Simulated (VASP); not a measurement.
# Li4Si (Im-3m) in VASP: further runs

Runs on Li4Si. Level: PBE. Tasks: single point, relaxation of cell and atoms.

All numbers are computed with VASP 6.6.1; they aren't measurements. Logs are shortened: lines on timing, memory, paths and dates and some standing lists are left out, and cuts for length are marked.

## 1. The cell of the first run

Symmetry: Im-3m, No. 229, cubic system. The conventional cell has a = 5.920 Å, b = 5.920 Å, c = 5.920 Å, α = 90.00°, β = 90.00°, γ = 90.00°. Within 3.4 Å of Li (site symmetry -3m) lie 2 Si at 2.56 Å and 6 Li at 2.96 Å. Si (site symmetry m-3m) has 8 Li at 2.56 Å within 3.4 Å.

## 2. Single point, PBE

Contents of INCAR:

```
PREC = Accurate ; ENCUT = 520
EDIFF = 1E-6 ; ISMEAR = 0
SIGMA = 0.1 ; LREAL = False
LASPH = True ; NELM = 100
ALGO = Normal ; ISIF = 2
LWAVE = False ; LCHARG = False
GGA = PE ; NBANDS = 16
```

Contents of KPOINTS:

```
Automatic mesh
0
Gamma
  6 6 6
```

Contents of POSCAR:

```
Li4Si
1.0
   -2.9600074364      2.9600074364      2.9600074364
    2.9600074364     -2.9600074364      2.9600074364
    2.9600074364      2.9600074364     -2.9600074364
Li Si
4 1
Direct
    0.5000000000      0.5000000000      0.5000000000
    0.0000000000      0.0000000000      0.5000000000
    0.0000000000      0.5000000000      0.0000000000
    0.5000000000      0.0000000000      0.0000000000
    0.0000000000      0.0000000000      0.0000000000
```

Potentials or basis: VASP PAW PBE potentials, release 64 (Li_sv, Si).

Command:

```console
> cat potpaw_PBE.64/Li_sv/POTCAR potpaw_PBE.64/Si/POTCAR > POTCAR
> mpirun -np 1 vasp_std > vasp.out
```

OUTCAR:

```text
PREC = Accurate
   ENCUT = 520
   EDIFF = 1E-6
   ISMEAR = 0
   LREAL = False
   LASPH = True
   NELM = 100
   ISIF = 2
   GGA = PE

 ion  position               nearest neighbor table
   1  0.500  0.500  0.500-   5 2.56   5 2.56
   2  0.000  0.000  0.500-   5 2.56   5 2.56
   3  0.000  0.500  0.000-   5 2.56   5 2.56
   4  0.500  0.000  0.000-   5 2.56   5 2.56
   5  0.000  0.000  0.000-   1 2.56   2 2.56   3 2.56   4 2.56   2 2.56   3 2.56   4 2.56   1 2.56

  LATTYP: Found a body centered cubic cell.
 ALAT       =     5.9200148728

  Lattice vectors:

 A1 = (  -2.9600074364,   2.9600074364,   2.9600074364)
 A2 = (   2.9600074364,  -2.9600074364,   2.9600074364)
 A3 = (   2.9600074364,   2.9600074364,  -2.9600074364)

Analysis of symmetry for initial positions (statically):
=====================================================================
 Subroutine PRICEL returns:
 Original cell was already a primitive cell.

 Routine SETGRP: Setting up the symmetry group for a
 body centered cubic supercell.

 Subroutine GETGRP returns: Found 48 space group operations
 (whereof 48 operations were pure point group operations)
 out of a pool of 48 trial point group operations.

The static configuration has the point symmetry O_h .

Analysis of symmetry for dynamics (positions and initial velocities):
=====================================================================
 Subroutine PRICEL returns:
 Original cell was already a primitive cell.

 Routine SETGRP: Setting up the symmetry group for a
 body centered cubic supercell.

 Subroutine GETGRP returns: Found 48 space group operations
 (whereof 48 operations were pure point group operations)
 out of a pool of 48 trial point group operations.

The dynamic configuration has the point symmetry O_h .

 Subroutine INISYM returns: Found 48 space group operations
 (whereof 48 operations are pure point group operations),
 and found     1 'primitive' translations

----------------------------------------------------------------------------------------

                                     Primitive cell

  volume of cell :     103.7381

  direct lattice vectors                    reciprocal lattice vectors
    -2.960007436  2.960007436  2.960007436     0.000000000  0.168918495  0.168918495
     2.960007436 -2.960007436  2.960007436     0.168918495  0.000000000  0.168918495
     2.960007436  2.960007436 -2.960007436     0.168918495  0.168918495  0.000000000

  length of vectors
     5.126883271  5.126883271  5.126883271     0.238886826  0.238886826  0.238886826

  position of ions in fractional coordinates (direct lattice)
     0.500000000  0.500000000  0.500000000
     0.000000000  0.000000000  0.500000000
     0.000000000  0.500000000  0.000000000
     0.500000000  0.000000000  0.000000000
     0.000000000  0.000000000  0.000000000

  ion indices of the primitive-cell ions
   primitive index   ion index
                 1           1
                 2           2
                 3           3
                 4           4
                 5           5

----------------------------------------------------------------------------------------

 KPOINTS: Automatic mesh

Automatic generation of k-mesh.
 Grid dimensions read from file:
 generate k-points for:    6    6    6

 Generating k-lattice:

  Cartesian coordinates                     Fractional coordinates (reciprocal lattice)
     0.000000000  0.028153082  0.028153082     0.166666667  0.000000000  0.000000000
     0.028153082  0.000000000  0.028153082     0.000000000  0.166666667  0.000000000
     0.028153082  0.028153082  0.000000000     0.000000000  0.000000000  0.166666667

  Length of vectors
     0.039814471  0.039814471  0.039814471

  Shift w.r.t. Gamma in fractional coordinates (k-lattice)
     0.000000000  0.000000000  0.000000000

 Subroutine IBZKPT returns following result:
 ===========================================

 Found     16 irreducible k-points:

 Following reciprocal coordinates:
            Coordinates               Weight
  0.000000  0.000000  0.000000      1.000000
  0.166667  0.000000  0.000000     12.000000
  0.333333  0.000000  0.000000     12.000000
  0.500000  0.000000  0.000000      6.000000
  0.166667  0.166667  0.000000     24.000000
  0.333333  0.166667  0.000000     48.000000
[... 8 lines left out ...]
  0.500000  0.500000  0.333333     12.000000
  0.500000  0.500000  0.500000      1.000000
   k-points           NKPTS =     16   k-points in BZ     NKDIM =     16   number of bands    NBANDS=     16
   number of dos      NEDOS =    301   number of ions     NIONS =      5
   total plane-waves  NPLWV =  64000
   dimension x,y,z NGX =    40 NGY =   40 NGZ =   40
   dimension x,y,z NGXF=    80 NGYF=   80 NGZF=   80
   ions per type =               4   1
   NGX,Y,Z   is equivalent  to a cutoff of  12.97, 12.97, 12.97 a.u.
   NGXF,Y,Z  is equivalent  to a cutoff of  25.94, 25.94, 25.94 a.u.
 SYSTEM =  unknown system
   PREC   = accura    normal or accurate (medium, high low for compatibility)
   ISTART =      0    job   : 0-new  1-cont  2-samecut
   ICHARG =      2    charge: 1-file 2-atom 10-const
   ISPIN  =      1    spin polarized calculation?
   LNONCOLLINEAR =      F non collinear calculations
   LSORBIT =      F    spin-orbit coupling
   LASPH  =      T    aspherical Exc in radial PAW
   ENCUT  =  520.0 eV  38.22 Ry    6.18 a.u.   9.53  9.53  9.53*2*pi/ulx,y,z
   NELM   =    100;   NELMIN=  2; NELMDL= -5     # of ELM steps
   EDIFF  = 0.1E-05   stopping-criterion for ELM
   LREAL  =      F    real-space projection
   EDIFFG = 0.1E-04   stopping-criterion for IOM
   NSW    =      0    number of steps for IOM
   IBRION =     -1    ionic relax: 0-MD 1-quasi-New 2-CG
   NFREE  =      0    steps in history (QN), initial steepest desc. (CG)
   ISIF   =      2    stress and relaxation
   ISYM   =      2    0-nonsym 1-usesym 2-fastsym
   POTIM  = 0.5000    time-step for ionic-motion
   TEBEG  =    0.0;   TEEND  =   0.0 temperature during run
   PSTRESS=    0.0 pullay stress
   NELECT =      16.0000    total number of electrons
   NUPDOWN=      -1.0000    fix difference up-down
   EMIN   =  10.00;   EMAX   =-10.00  energy-range for DOS
   EFERMI =   0.00;   METHOD = LEGACY
   ISMEAR =     0;   SIGMA  =   0.10  broadening in eV -4-tet -1-fermi 0-gaus
   EFERMI_NEDOS =   21; number of points for ismear=-14 and -15
   IALGO  =     38    algorithm
   IMIX   =      4    mixing-type and parameters
     AMIX     =   0.40;   BMIX     =  1.00
     AMIX_MAG =   1.60;   BMIX_MAG =  1.00
  volume/ion in A,a.u.               =      20.75       140.01
  Fermi-wavevector in a.u.,A,eV,Ry     =   0.877948  1.659081 10.487266  0.770792
  Thomas-Fermi vector in A             =   1.997967
   LORBIT       =      0    0 simple, 1 ext, 2 COOP (PROOUT), +10 PAW based schemes
   GGA     = PE    functional components
   LHFCALC =     F    Hartree Fock is set to
   AEXX    =    0.0000 exact exchange contribution
   IVDW    =     0    specifies the selected vdW correction
   LEPSILON=     F    determine dielectric tensor
   LRPA    =     F    only Hartree local field effects (RPA)
 non-spin polarized calculation
 Gauss-broadening in eV      SIGMA  =   0.10
  energy-cutoff  :      520.00
  volume of cell :      103.74
 maximum number of plane-waves:      2818
 NGX is ok and might be reduce to    40
   NGX = 19   NGY = 19   NGZ = 19

 number of electron      15.9999998 magnetization

 Free energy of the ion-electron system (eV)
  ---------------------------------------------------
  ext. energy  EPLUGINS =         0.00000000
  ---------------------------------------------------
  free energy    TOTEN  =       -13.57034798 eV

  energy without entropy =      -13.57022399  energy(sigma->0) =      -13.57028599

 E-fermi :   0.7268     XC(G=0):  -7.2602

 val. band max:        0.5119862176   @ k =  -0.3333   0.5000   0.1667
 cond. band min:       0.8782592030   @ k =   0.5000   0.5000   0.5000
 fundamental gap:      0.3662729854
 Fermi energy:         0.7267740187

 k-point     1 :       0.0000    0.0000    0.0000
  band No.  band energies     occupation
      1     -44.9932      2.00000
      2     -44.9746      2.00000
      3     -44.9746      2.00000
      4     -44.9746      2.00000
      5      -5.5540      2.00000
      6       0.4057      1.99999
[... 8 lines left out ...]
     15       6.7801      0.00000
     16       6.7801      0.00000

 k-point     2 :       0.1667    0.0000    0.0000
  band No.  band energies     occupation
      1     -44.9918      2.00000
      2     -44.9758      2.00000
      3     -44.9747      2.00000
      4     -44.9746      2.00000
      5      -5.4991      2.00000
      6      -0.2239      2.00000
[... 8 lines left out ...]
     15       6.8687      0.00000
     16       7.2636      0.00000

 k-point     3 :       0.3333    0.0000    0.0000
  band No.  band energies     occupation
      1     -44.9883      2.00000
      2     -44.9792      2.00000
      3     -44.9747      2.00000
      4     -44.9747      2.00000
      5      -5.3804      2.00000
      6      -0.9081      2.00000
[... 8 lines left out ...]
     15       7.0877      0.00000
     16       8.2741      0.00000

 k-point     4 :       0.5000    0.0000    0.0000
  band No.  band energies     occupation
      1     -44.9838      2.00000
      2     -44.9837      2.00000
      3     -44.9747      2.00000
      4     -44.9747      2.00000
      5      -5.3157      2.00000
      6      -1.1664      2.00000
[... 8 lines left out ...]
     15       7.2261      0.00000
     16       8.2719      0.00000

 k-point     5 :       0.1667    0.1667    0.0000
  band No.  band energies     occupation
      1     -44.9894      2.00000
      2     -44.9769      2.00000
      3     -44.9769      2.00000
      4     -44.9737      2.00000
      5      -5.4117      2.00000
      6      -0.6993      2.00000
[... 8 lines left out ...]
     15       7.2864      0.00000
     16       7.3468      0.00000

 k-point     6 :       0.3333    0.1667    0.0000
  band No.  band energies     occupation
      1     -44.9854      2.00000
      2     -44.9808      2.00000
      3     -44.9775      2.00000
      4     -44.9731      2.00000
      5      -5.3175      2.00000
      6      -1.0042      2.00000
[... 8 lines left out ...]
     15       7.6492      0.00000
     16       8.1028      0.00000
[... 115 lines left out ...]
 k-point    13 :      -0.3333    0.5000    0.1667
  band No.  band energies     occupation
      1     -44.9847      2.00000
      2     -44.9814      2.00000
      3     -44.9814      2.00000
      4     -44.9693      2.00000
      5      -5.3196      2.00000
      6      -0.7657      2.00000
[... 8 lines left out ...]
     15       8.5552      0.00000
     16       9.3408      0.00000

 k-point    14 :      -0.3333    0.3333    0.3333
  band No.  band energies     occupation
      1     -44.9859      2.00000
      2     -44.9814      2.00000
      3     -44.9814      2.00000
      4     -44.9682      2.00000
      5      -5.3373      2.00000
      6      -0.6856      2.00000
[... 8 lines left out ...]
     15       9.4165      0.00000
     16       9.4165      0.00000

 k-point    15 :       0.5000    0.5000    0.3333
  band No.  band energies     occupation
      1     -44.9836      2.00000
      2     -44.9836      2.00000
      3     -44.9824      2.00000
      4     -44.9672      2.00000
      5      -5.3242      2.00000
      6      -0.4155      2.00000
[... 8 lines left out ...]
     15       7.4946      0.00000
     16       8.6507      0.00000

 k-point    16 :       0.5000    0.5000    0.5000
  band No.  band energies     occupation
      1     -44.9836      2.00000
      2     -44.9836      2.00000
      3     -44.9836      2.00000
      4     -44.9660      2.00000
      5      -5.3285      2.00000
      6       0.2893      2.00000
[... 8 lines left out ...]
     15       7.4064      0.00000
     16       7.4064      0.00000

------------------------ aborting loop because EDIFF is reached ----------------------------------------

  FORCE on cell =-STRESS in cart. coord.  units (eV):
  Direction    XX          YY          ZZ          XY          YZ          ZX
  --------------------------------------------------------------------------------------
  -------------------------------------------------------------------------------------
  Total        0.0362426      0.0362426      0.0362426     -0.0000000     -0.0000000     -0.0000000
  in kB        0.5597469      0.5597469      0.5597469     -0.0000000     -0.0000000     -0.0000000
  external PRESSURE =       0.5597469 kB  Pullay stress =       0.0000000 kB

 VOLUME and BASIS-vectors are now :
 -----------------------------------------------------------------------------
  energy-cutoff  :      520.00
  volume of cell :      103.74
      direct lattice vectors                 reciprocal lattice vectors
    -2.960007436  2.960007436  2.960007436     0.000000000  0.168918495  0.168918495
     2.960007436 -2.960007436  2.960007436     0.168918495  0.000000000  0.168918495
     2.960007436  2.960007436 -2.960007436     0.168918495  0.168918495  0.000000000

 POSITION                                       TOTAL-FORCE (eV/Angst)
 -----------------------------------------------------------------------------------
      1.48000      1.48000      1.48000        -0.000000     -0.000000      0.000000
      1.48000      1.48000     -1.48000        -0.000000     -0.000000     -0.000000
      1.48000     -1.48000      1.48000         0.000000      0.000000      0.000000
     -1.48000      1.48000      1.48000        -0.000000     -0.000000      0.000000
      0.00000      0.00000      0.00000        -0.000000      0.000000     -0.000000
 -----------------------------------------------------------------------------------
    total drift:                                0.000000     -0.000000      0.000000

  FREE ENERGIE OF THE ION-ELECTRON SYSTEM (eV)
  ---------------------------------------------------
  free  energy   TOTEN  =       -13.5703479842 eV

  energy  without entropy=      -13.5702239917  energy(sigma->0) =      -13.57028599
```

Wall time 19 s (1 thread of Intel Xeon Platinum 8488C (Sapphire Rapids), shared host); peak memory 0.23 GiB.

What came out:

```yaml
Free_energy: -13.5703 eV
Band_gap_on_the_k_mesh: 0.37 eV, indirect (least direct gap 0.59 eV)
```

Caveat: the cutoff is under 1.25 times the usual one of these potentials, so pressure, stress and relaxed cells hold a basis-set (Pulay) error.

(Part 1 of 2 ends here.)
